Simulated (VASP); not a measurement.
# CsSnI3 (Pm-3m) in VASP: a series of runs, part 2 of 2

VASP 6.6.1.

## 3. Relaxation of cell and atoms, PBEsol, target pressure 12 GPa, at which the enthalpy is minimised

This run uses another cell than the first one, of 36.63 Å³/atom.

The input, INCAR:

```
PREC = Accurate
ENCUT = 600
EDIFF = 1E-6
ISMEAR = 0
SIGMA = 0.1
LREAL = False
LASPH = True
NELM = 100
ALGO = Normal
ISIF = 3
LWAVE = False
LCHARG = False
GGA = PS
IBRION = 2
NSW = 70
EDIFFG = -0.008
PSTRESS = 120.0
```

The input, KPOINTS:

```
Automatic mesh
0
Gamma
  6 6 6
```

The input, POSCAR:

```
CsSnI3
1.0
    5.6789636738      0.0000000000      0.0000000000
    0.0000000000      5.6789636738      0.0000000000
    0.0000000000      0.0000000000      5.6789636738
Cs Sn I
1 1 3
Direct
    0.0000000000      0.0000000000      0.0000000000
    0.5000000000      0.5000000000      0.5000000000
    0.0000000000      0.5000000000      0.5000000000
    0.5000000000      0.0000000000      0.5000000000
    0.5000000000      0.5000000000      0.0000000000
```

Potentials or basis: VASP PAW PBE potentials, release 64 (Cs_sv, Sn_d, I).

Run with:

```
> cat potpaw_PBE.64/Cs_sv/POTCAR potpaw_PBE.64/Sn_d/POTCAR potpaw_PBE.64/I/POTCAR > POTCAR
> mpirun -np 1 vasp_std > vasp.out
```

OUTCAR:

```text
PREC = Accurate
   ENCUT = 600
   EDIFF = 1E-6
   ISMEAR = 0
   LREAL = False
   LASPH = True
   NELM = 100
   ISIF = 3
   GGA = PS
   IBRION = 2
   NSW = 70
   EDIFFG = -0.008
   PSTRESS = 120.0

 ion  position               nearest neighbor table
   1  0.000  0.000  0.000-
   2  0.500  0.500  0.500-   3 2.84   4 2.84   5 2.84   5 2.84   4 2.84   3 2.84
   3  0.000  0.500  0.500-   2 2.84   2 2.84
   4  0.500  0.000  0.500-   2 2.84   2 2.84
   5  0.500  0.500  0.000-   2 2.84   2 2.84

  LATTYP: Found a simple cubic cell.
 ALAT       =     5.6789636738

  Lattice vectors:

 A1 = (   5.6789636738,   0.0000000000,   0.0000000000)
 A2 = (   0.0000000000,   5.6789636738,   0.0000000000)
 A3 = (   0.0000000000,   0.0000000000,   5.6789636738)

Analysis of symmetry for initial positions (statically):
=====================================================================
 Subroutine PRICEL returns:
 Original cell was already a primitive cell.

 Routine SETGRP: Setting up the symmetry group for a
 simple cubic supercell.

 Subroutine GETGRP returns: Found 48 space group operations
 (whereof 48 operations were pure point group operations)
 out of a pool of 48 trial point group operations.

The static configuration has the point symmetry O_h .

Analysis of symmetry for dynamics (positions and initial velocities):
=====================================================================
 Subroutine PRICEL returns:
 Original cell was already a primitive cell.

 Routine SETGRP: Setting up the symmetry group for a
 simple cubic supercell.

 Subroutine GETGRP returns: Found 48 space group operations
 (whereof 48 operations were pure point group operations)
 out of a pool of 48 trial point group operations.

The dynamic configuration has the point symmetry O_h .

 Subroutine INISYM returns: Found 48 space group operations
 (whereof 48 operations are pure point group operations),
 and found     1 'primitive' translations

----------------------------------------------------------------------------------------

                                     Primitive cell

  volume of cell :     183.1501

  direct lattice vectors                    reciprocal lattice vectors
     5.678963674  0.000000000  0.000000000     0.176088466  0.000000000  0.000000000
     0.000000000  5.678963674  0.000000000     0.000000000  0.176088466  0.000000000
     0.000000000  0.000000000  5.678963674     0.000000000  0.000000000  0.176088466

  length of vectors
     5.678963674  5.678963674  5.678963674     0.176088466  0.176088466  0.176088466

  position of ions in fractional coordinates (direct lattice)
     0.000000000  0.000000000  0.000000000
     0.500000000  0.500000000  0.500000000
     0.000000000  0.500000000  0.500000000
     0.500000000  0.000000000  0.500000000
     0.500000000  0.500000000  0.000000000

  ion indices of the primitive-cell ions
   primitive index   ion index
                 1           1
                 2           2
                 3           3
                 4           4
                 5           5

----------------------------------------------------------------------------------------

 KPOINTS: Automatic mesh

Automatic generation of k-mesh.
 Grid dimensions read from file:
 generate k-points for:    6    6    6

 Generating k-lattice:

  Cartesian coordinates                     Fractional coordinates (reciprocal lattice)
     0.029348078  0.000000000  0.000000000     0.166666667  0.000000000  0.000000000
     0.000000000  0.029348078  0.000000000     0.000000000  0.166666667  0.000000000
     0.000000000  0.000000000  0.029348078     0.000000000  0.000000000  0.166666667

  Length of vectors
     0.029348078  0.029348078  0.029348078

  Shift w.r.t. Gamma in fractional coordinates (k-lattice)
     0.000000000  0.000000000  0.000000000

 Subroutine IBZKPT returns following result:
 ===========================================

 Found     20 irreducible k-points:

 Following reciprocal coordinates:
            Coordinates               Weight
  0.000000  0.000000  0.000000      1.000000
  0.166667  0.000000  0.000000      6.000000
  0.333333  0.000000  0.000000      6.000000
  0.500000  0.000000  0.000000      3.000000
  0.166667  0.166667  0.000000     12.000000
  0.333333  0.166667  0.000000     24.000000
[... 12 lines left out ...]
  0.500000  0.500000  0.333333      6.000000
  0.500000  0.500000  0.500000      1.000000
   k-points           NKPTS =     20   k-points in BZ     NKDIM =     20   number of bands    NBANDS=     26
   number of dos      NEDOS =    301   number of ions     NIONS =      5
   total plane-waves  NPLWV = 110592
   dimension x,y,z NGX =    48 NGY =   48 NGZ =   48
   dimension x,y,z NGXF=    96 NGYF=   96 NGZF=   96
   ions per type =               1   1   3
   NGX,Y,Z   is equivalent  to a cutoff of  14.05, 14.05, 14.05 a.u.
   NGXF,Y,Z  is equivalent  to a cutoff of  28.10, 28.10, 28.10 a.u.
 SYSTEM =  unknown system
   PREC   = accura    normal or accurate (medium, high low for compatibility)
   ISTART =      0    job   : 0-new  1-cont  2-samecut
   ICHARG =      2    charge: 1-file 2-atom 10-const
   ISPIN  =      1    spin polarized calculation?
   LNONCOLLINEAR =      F non collinear calculations
   LSORBIT =      F    spin-orbit coupling
   LASPH  =      T    aspherical Exc in radial PAW
   ENCUT  =  600.0 eV  44.10 Ry    6.64 a.u.  11.34 11.34 11.34*2*pi/ulx,y,z
   NELM   =    100;   NELMIN=  2; NELMDL= -5     # of ELM steps
   EDIFF  = 0.1E-05   stopping-criterion for ELM
   LREAL  =      F    real-space projection
   EDIFFG = -.8E-02   stopping-criterion for IOM
   NSW    =     70    number of steps for IOM
   IBRION =      2    ionic relax: 0-MD 1-quasi-New 2-CG
   NFREE  =      1    steps in history (QN), initial steepest desc. (CG)
   ISIF   =      3    stress and relaxation
   ISYM   =      2    0-nonsym 1-usesym 2-fastsym
   POTIM  = 0.5000    time-step for ionic-motion
   TEBEG  =    0.0;   TEEND  =   0.0 temperature during run
   PSTRESS=  120.0 pullay stress
   NELECT =      44.0000    total number of electrons
   NUPDOWN=      -1.0000    fix difference up-down
   EMIN   =  10.00;   EMAX   =-10.00  energy-range for DOS
   EFERMI =   0.00;   METHOD = LEGACY
   ISMEAR =     0;   SIGMA  =   0.10  broadening in eV -4-tet -1-fermi 0-gaus
   EFERMI_NEDOS =   21; number of points for ismear=-14 and -15
   IALGO  =     38    algorithm
   IMIX   =      4    mixing-type and parameters
     AMIX     =   0.40;   BMIX     =  1.00
     AMIX_MAG =   1.60;   BMIX_MAG =  1.00
  volume/ion in A,a.u.               =      36.63       247.19
  Fermi-wavevector in a.u.,A,eV,Ry     =   1.017708  1.923190 14.091964  1.035730
  Thomas-Fermi vector in A             =   2.151124
   LORBIT       =      0    0 simple, 1 ext, 2 COOP (PROOUT), +10 PAW based schemes
   GGA     = PS    functional components
   LHFCALC =     F    Hartree Fock is set to
   AEXX    =    0.0000 exact exchange contribution
   IVDW    =     0    specifies the selected vdW correction
   LEPSILON=     F    determine dielectric tensor
   LRPA    =     F    only Hartree local field effects (RPA)
 conjugate gradient relaxation of ions
 non-spin polarized calculation
 Gauss-broadening in eV      SIGMA  =   0.10
  energy-cutoff  :      600.00
  volume of cell :      183.15
 maximum number of plane-waves:      6152
 NGX is ok and might be reduce to    48
   NGX = 23   NGY = 23   NGZ = 23

--------------------------------------- Ionic step        1  -------------------------------------------

 number of electron      44.0000001 magnetization

 Free energy of the ion-electron system (eV)
  ---------------------------------------------------
  ext. energy  EPLUGINS =         0.00000000
  ---------------------------------------------------
  free energy    TOTEN  =       -14.20371753 eV

  energy without entropy =      -14.20182792  energy(sigma->0) =      -14.20277273

 E-fermi :   5.5338     XC(G=0):  -8.8626

 val. band max:        5.5092521806   @ k =   0.5000   0.5000   0.5000
 cond. band min:       5.7123414044   @ k =   0.5000   0.5000   0.3333
 fundamental gap:      0.2030892238
 Fermi energy:         5.5337844474

 k-point     1 :       0.0000    0.0000    0.0000
  band No.  band energies     occupation
      1     -17.1012      2.00000
      2     -16.7314      2.00000
      3     -16.7314      2.00000
      4     -16.6463      2.00000
      5     -16.6463      2.00000
      6     -16.6463      2.00000
[... 771 lines left out ...]
  enthalpy is  TOTEN    =        -0.7142245249 eV   P V=       12.6350331399

--------------------------------------- Ionic step        6  -------------------------------------------

 number of electron      43.9999997 magnetization

 Free energy of the ion-electron system (eV)
  ---------------------------------------------------
  ext. energy  EPLUGINS =         0.00000000
  ---------------------------------------------------
  free energy    TOTEN  =       -13.33758394 eV

  energy without entropy =      -13.33180701  energy(sigma->0) =      -13.33469547

 E-fermi :   6.5975     XC(G=0):  -9.2469

 val. band max:        6.5912747716   @ k =   0.5000   0.5000   0.3333
 cond. band min:       6.6471237898   @ k =   0.5000   0.5000   0.3333
 fundamental gap:      0.0558490182
 Fermi energy:         6.5974741260

 k-point     1 :       0.0000    0.0000    0.0000
  band No.  band energies     occupation
      1     -16.2484      2.00000
      2     -15.9270      2.00000
      3     -15.9270      2.00000
      4     -15.8061      2.00000
      5     -15.8061      2.00000
      6     -15.8061      2.00000
[... 601 lines left out ...]
  FREE ENERGIE OF THE ION-ELECTRON SYSTEM (eV)
  ---------------------------------------------------
  free  energy   TOTEN  =       -13.3375839378 eV

  energy  without entropy=      -13.3318070104  energy(sigma->0) =      -13.33469547

  enthalpy is  TOTEN    =        -0.7142517065 eV   P V=       12.6233322313

 reached required accuracy - stopping structural energy minimisation
```

OSZICAR:

```text
N       E                     dE             d eps       ncg     rms          rms(c)
DAV:   1     0.402379364859E+03    0.40238E+03   -0.20406E+04  1040   0.182E+03
DAV:   2     0.481767585685E+02   -0.35420E+03   -0.34646E+03  1106   0.378E+02
DAV:   3    -0.111820652625E+02   -0.59359E+02   -0.57474E+02  1278   0.144E+02
DAV:   4    -0.142076420272E+02   -0.30256E+01   -0.30194E+01  1228   0.344E+01
[... 47 lines left out ...]
DAV:   1    -0.133378262347E+02    0.11432E-01   -0.53602E-03  1362   0.767E-01    0.941E-02
DAV:   2    -0.133376354092E+02    0.19083E-03   -0.34420E-04  1396   0.215E-01    0.392E-02
DAV:   3    -0.133375856558E+02    0.49753E-04   -0.11878E-04  1406   0.105E-01    0.130E-02
DAV:   4    -0.133375835064E+02    0.21494E-05   -0.80821E-06  1384   0.212E-02    0.138E-02
DAV:   5    -0.133375839378E+02   -0.43142E-06   -0.66042E-07   560   0.796E-03
   6 F= -.71425171E+00 E0= -.71136324E+00  d E =-.204548E-04
```

CONTCAR:

```text
CsSnI3
   1.00000000000000
     5.5237555332573427    0.0000000000000000   -0.0000000000000000
     0.0000000000000000    5.5237555332573427   -0.0000000000000000
     0.0000000000000000    0.0000000000000000    5.5237555332573427
  Cs              Sn              I
     1     1     3
Direct
     0.0000000000000000    0.0000000000000000    0.0000000000000000
     0.5000000000000000    0.5000000000000000    0.5000000000000000
     0.0000000000000000    0.5000000000000000    0.5000000000000000
     0.5000000000000000    0.0000000000000000    0.5000000000000000
     0.5000000000000000    0.5000000000000000    0.0000000000000000

  0.00000000E+00  0.00000000E+00  0.00000000E+00
  0.00000000E+00  0.00000000E+00  0.00000000E+00
  0.00000000E+00  0.00000000E+00  0.00000000E+00
  0.00000000E+00  0.00000000E+00  0.00000000E+00
  0.00000000E+00  0.00000000E+00  0.00000000E+00
```

Wall time 3.7 min (1 thread of Intel Xeon 6975P-C (Granite Rapids), shared host); peak memory 0.43 GiB.

What came out:

| Property | Result |
| --- | --- |
| Free energy | -13.3376 eV |
| Relaxed volume | 33.71 Å³/atom |
| Relaxed cell | a = 5.524 Å, b = 5.524 Å, c = 5.524 Å, α = 90.00°, β = 90.00°, γ = 90.00° |
| Space group after relaxing (to 0.1 Å) | Pm-3m (No. 221) |
| Energy change on relaxing (the run minimises the enthalpy) | +173.2 meV/atom |
| Ionic steps | 6 |
| Pressure after relaxing | 12.0 GPa |
| Band gap on the k mesh | zero (bands 22 and 23 overlap by 0.17 eV) |

Step by step:
```
step  energy change (eV)  largest force (eV/Å)  pressure (GPa)  volume (Å³)
   1              0.0000                0.0000            7.29       183.15
   2              2.0119                0.0000           17.85       156.08
   3              0.8544                0.0000           11.94       168.70
   4              0.8754                0.0000           12.06       168.42
   5              0.8545                0.0000           11.94       168.70
   6              0.8661                0.0000           12.01       168.54
```

Final structure:
```
Cs Sn I
1.0
     5.52376    0.00000    0.00000
     0.00000    5.52376    0.00000
     0.00000    0.00000    5.52376
Cs Sn I
1 1 3
Direct
  0.00000 0.00000 0.00000
  0.50000 0.50000 0.50000
  0.00000 0.50000 0.50000
  0.50000 0.00000 0.50000
  0.50000 0.50000 0.00000
```

Levels at points of the mesh, in eV from the Fermi level:
```csv
k point,band 19,band 20,band 21,band 22,band 23,band 24,band 25,band 26
"(0.00, 0.00, 0.00)",-3.69,-3.19,-3.19,-3.19,1.51,1.51,1.67,1.83
"(0.50, 0.00, 0.00)",-4.07,-3.59,-3.59,-1.42,0.68,2.88,2.90,3.24
"(0.50, 0.50, 0.00)",-4.16,-3.50,-2.57,-0.09,0.45,0.45,3.30,4.06
"(0.50, 0.50, 0.50)",-2.52,-2.52,-2.52,-0.18,-0.18,-0.18,1.51,1.88
```

Caveat: the cell is relaxed towards a set pressure, so the run minimises the enthalpy, not the energy; the PAW data sets were made with another functional, which shifts forces and pressure a little; spin-orbit coupling is left out, which moves the levels of the heavy elements.
